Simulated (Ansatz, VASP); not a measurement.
## Na in VASP and in Ansatz

File INCAR:

```
ALGO = Normal ; EDIFF = 1E-8
ENCUT = 520 ; GGA = PE
ISIF = 2 ; ISMEAR = -1
LASPH = True ; LCHARG = False
LEFG = True ; LREAL = False
LWAVE = False ; NBANDS = 10
NELM = 100 ; PREC = Accurate
SIGMA = 0.08
```

File KPOINTS:

```
k-points
0
Gamma
  13 13 13
```

File POSCAR:

```
Na
1.0
   -2.1318267387      2.1318267387      2.1318267387
    2.1318267387     -2.1318267387      2.1318267387
    2.1318267387      2.1318267387     -2.1318267387
Na
1
Direct
    0.0000000000      0.0000000000      0.0000000000
```

Input for Ansatz:

```yaml
crystal:
  lattice:
    - [-2.1318267387, 2.1318267387, 2.1318267387]
    - [2.1318267387, -2.1318267387, 2.1318267387]
    - [2.1318267387, 2.1318267387, -2.1318267387]
  atoms:
    - { symbol: Na, position: [0.0, 0.0, 0.0] }
kpoints:
  mp_grid: { grid: [13, 13, 13] }
scf:
  occupations: { method: fermi_dirac, width: 0.08 }
hamiltonian:
  xc: pbe
  pseudopotentials: { kind: paw }
output:
  forces: true
  stress: true
  eigenvalues: true
  efg: { contact_densities: true }
```

Change from the starting cell: volume scaled by 1.05, PAW files.

Alike in both runs: task electric field gradients; functional PBE; k mesh 13 × 13 × 13; occupations fermi-dirac, width 0.08 eV; no spin polarisation.

```csv
,VASP,Ansatz
version,VASP 6.6.1,Ansatz 0.2.0
potentials or method,"VASP PAW PBE potentials, release 64 (Na_pv)","PAW with Ansatz's default frozen-core files, scalar-relativistic"
plane-wave cutoff (eV),520,420
valence electrons in the cell,7,9
```

```csv
,VASP,Ansatz,Ansatz less VASP
pressure (GPa),-0.3,-0.3,0.00
```

VASP's potentials hold 7 valence electrons a cell and Ansatz's 9, so a difference there can come from the potentials and not from the codes.
